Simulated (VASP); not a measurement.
# TaN: electric field gradients with LDA

Crystal: TaN.

```
Ta N
1.0
     2.95746    0.00000    0.00000
    -1.47873    2.56123    0.00000
     0.00000    0.00000    2.90209
Ta N
1 1
Cartesian
  0.0000 1.7075 1.4510
  0.0000 0.0000 0.0000
```

```yaml
Program: VASP 6.6.1
Task: electric field gradients
Functional: LDA
Potentials_or_basis: VASP PAW LDA potentials, release 64 (Ta_pv, N)
Cutoff: 520 eV
k_mesh: 12 × 12 × 10
Occupations: fermi-dirac, width 0.02 eV
Spin: no spin polarisation
Dipole_correction: no
Further_INCAR_settings: ALGO = Normal; EDIFF = 1e-08; NBANDS = 15
```

The pressure is -16.2 GPa and the band gap on the k mesh is zero (bands 8 and 9 overlap by 0.48 eV). The largest electric field gradient by atom is Ta +20.9; N +0.3 V/Å².

Stress tensor (GPa, compression positive):
```
-15.50   0.00   0.00
  0.00 -15.50   0.00
  0.00   0.00 -17.63
```

Levels at points of the mesh, in eV from the Fermi level:
```csv
k point,band 4,band 5,band 6,band 7,band 8,band 9,band 10,band 11,band 12,band 13
"(0.00, 0.00, 0.00)",-17.47,-4.54,-4.54,-4.19,-2.94,2.13,3.40,3.40,3.73,3.73
"(0.50, 0.00, 0.00)",-15.20,-8.22,-5.17,-3.48,-3.18,2.78,3.83,4.98,5.04,7.28
"(0.00, 0.00, 0.50)",-14.86,-9.27,-3.75,-3.75,-0.20,-0.20,2.29,3.13,3.13,8.03
"(0.50, 0.00, 0.50)",-15.48,-7.27,-6.14,-5.66,-0.41,3.96,5.09,5.79,6.77,9.82
```

Electric field gradients, principal values (V/Å²):
```tsv
atom	least	middle	greatest (by size)
1 Ta	-10.441	-10.441	20.882
2 N	-0.142	-0.143	0.284
```

It took 54 s on 1 thread of Intel Xeon 8259CL, on a shared host, peak memory 0.16 GiB.

Caveat: the cell stands under tension; without QUAD_EFG the Cq values of the log hold for a quadrupole moment of 1 mb, not for the nuclei; spin-orbit coupling is left out, which moves the levels of the heavy elements.
